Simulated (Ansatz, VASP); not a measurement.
**Two plane-wave programs on Cu**

```
CELL_PARAMETERS angstrom
2.53025 0.00000 0.00000
-1.26512 2.19126 0.00000
0.00000 0.00000 8.26176
ATOMIC_POSITIONS crystal
Cu 0.00000 0.00000 0.00000
Cu 0.00000 0.00000 0.50000
Cu 0.33333 0.66667 0.25000
Cu 0.66667 0.33333 0.75000
```

Alike in both runs: functional r2SCAN; k mesh 14 × 14 × 4; occupations fermi-dirac, width 0.1 eV; no spin polarisation.

Ansatz relaxed the structure, and its values are those at the end. VASP's run is a single point on that final structure, the one shown.

|  | VASP | Ansatz |
| --- | --- | --- |
| version | VASP 6.6.1 | Ansatz 0.2.0 |
| potentials or method | VASP PAW PBE potentials, release 64 (Cu), cutoff 520 eV | plane waves (500 eV) with PAW, scalar-relativistic |
| valence electrons in the cell | 44 | 76 |

Ansatz gave:

* pressure (GPa): 0.0

Q: Estimate VASP's values.

A: Pressure (GPa): 0.6.

VASP's potentials were made for PBE, not for r2SCAN. With one functional, cell and mesh, what is left measures potentials, basis and numerics. VASP's potentials hold 44 valence electrons a cell and Ansatz's 76, so a difference there can come from the potentials and not from the codes.
